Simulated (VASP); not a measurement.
Write the native input for VASP 6.6.1 that does the following.

```
Task                   : single point
Functional             : PBEsol
Potentials or basis    : VASP PAW PBE potentials, release 64 (Bi_d, Te)
Cutoff                 : 520 eV
k mesh                 : 14 × 14 × 14
Occupations            : gaussian, width 0.15 eV
Spin                   : no spin polarisation
Dipole correction      : no
Further INCAR settings : ALGO = Normal; EDIFF = 1e-07; NBANDS = 18
```

The structure of BiTe lies in POSCAR:

```
BiTe
1.0
    0.0000000000      3.3320500000      3.2350000000
    3.3320500000      0.0000000000      3.2350000000
    3.3320500000      3.3320500000      0.0000000000
Bi Te
1 1
Direct
    0.0000000000      0.0000000000      0.0000000000
    0.5000000000      0.5000000000      0.5000000000
```

This cell differs from its parent crystal: strain +0.030 along x and y, +0.000 along z.

The input as run:

INCAR

```
PREC     = Accurate       # precision mode
ENCUT    = 520            # plane-wave cutoff, eV
EDIFF    = 1E-7           # SCF threshold, eV
ISMEAR   = 0              # smearing method
SIGMA    = 0.15           # smearing width, eV
LREAL    = F              # projectors in reciprocal space
LASPH    = T              # aspherical terms in the spheres
NELM     = 100            # most SCF steps
ALGO     = Normal         # electronic algorithm
ISIF     = 2              # what is computed and relaxed
LWAVE    = F              # write WAVECAR
LCHARG   = F              # write CHGCAR
GGA      = PS             # functional
NBANDS   = 18             # bands
```

KPOINTS

```
regular mesh
0
Gamma
  14 14 14
```

Potentials or basis: VASP PAW PBE potentials, release 64 (Bi_d, Te).

Run with:

```sh
$ cat potpaw_PBE.64/Bi_d/POTCAR potpaw_PBE.64/Te/POTCAR > POTCAR
$ mpirun -np 1 vasp_std > vasp.out
```

It gave:

```json
{"Pressure": "-4.0 GPa", "Band gap on the k mesh": "zero (an odd number of electrons rules out a gap without spin polarisation)"}
```

Caveat: the cell differs from its parent crystal (strain +0.030 along x and y, +0.000 along z); the cell stands under tension; the PAW data sets were made with another functional, which shifts forces and pressure a little; spin-orbit coupling is left out, which moves the levels of the heavy elements.

Run time: 120 s on 1 thread of Intel(R) Xeon(R) 6975P-C (Granite Rapids) (shared host), peak memory 0.44 GiB.
